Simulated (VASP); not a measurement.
Crystal: C.

```xyz
2
Lattice="0.0000 1.7952 1.7952 1.7952 0.0000 1.7952 1.7952 1.7952 0.0000" Properties=species:S:1:pos:R:3 pbc="T T T"
C     2.6928    2.6928    2.6928
C     1.7952    1.7952    1.7952
```

Program: VASP 6.6.1. Alike in all runs: task single point; potentials or basis VASP PAW PBE potentials, release 64 (C); no spin polarisation; cell as given.

Question: Order these runs on this cell by their band gap on the k mesh, lowest first.
A. level b88 exchange, pbe correlation; k mesh 13 × 13 × 13; cutoff (eV) 600; smearing fermi-dirac 0.05 eV
B. level revpbe exchange, lda correlation; k mesh 13 × 13 × 13; cutoff (eV) 600; smearing gaussian 0.1 eV
C. level PBE-based screened hybrid with 25 % exact exchange; k mesh 7 × 7 × 7; cutoff (eV) 520; smearing fermi-dirac 0.05 eV; grid for exact exchange (PRECFOCK) Normal; share of exact exchange 0.25; screening parameter 0.3 1/Å

Answer: A (4.10 eV), B (4.54 eV), C (5.13 eV).

Caveats: some runs use coarse meshes; an odd mesh through Γ misses points on the zone boundary, where band edges can lie; the cell stands under tension (at least some runs).
